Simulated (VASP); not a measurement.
A run of VASP 6.6.1 is set up as follows.

The input POSCAR:

```
VH2
1.0
    0.0000000000      2.1355000000      2.1355000000
    2.1355000000      0.0000000000      2.1355000000
    2.1355000000      2.1355000000      0.0000000000
V H
1 2
Direct
    0.0000000000      0.0000000000      0.0000000000
    0.2500000000      0.2500000000      0.2500000000
    0.7500000000      0.7500000000      0.7500000000
```

INCAR.step1

```
SYSTEM = VH2
PREC = Accurate
ENCUT = 520
ISMEAR = 0
SIGMA = 0.1
LREAL = .FALSE.
LASPH = .TRUE.
NELM = 80
NBANDS = 14
GGA = PE
ALGO = Normal
EDIFF = 1E-4
LWAVE = .TRUE.
LCHARG = .FALSE.
```

The input INCAR.step2:

```
SYSTEM = VH2
PREC = Accurate
ENCUT = 520
EDIFF = 1E-7
ISMEAR = 0
SIGMA = 0.1
LREAL = .FALSE.
LASPH = .TRUE.
NELM = 80
ALGO = Normal
ISIF = 2
LWAVE = .FALSE.
LCHARG = .FALSE.
METAGGA = R2SCAN
LMIXTAU = .TRUE.
NBANDS = 14
ISTART = 1
```

Contents of KPOINTS:

```
Automatic mesh
0
G
  16 16 16
  0 0 0
```

Potentials or basis: VASP PAW PBE potentials, release 64 (V_sv, H).

Command:

```bash
$ cat potpaw_PBE.64/V_sv/POTCAR potpaw_PBE.64/H/POTCAR > POTCAR
$ cp INCAR.step1 INCAR
$ mpirun -np 1 vasp_std > vasp.out
$ cp INCAR.step2 INCAR
$ mpirun -np 1 vasp_std > vasp.out
```

Task: Estimate the pressure.

Result: -9.4 GPa.

Caveat: the PAW data sets were made with another functional, which shifts forces and pressure a little.
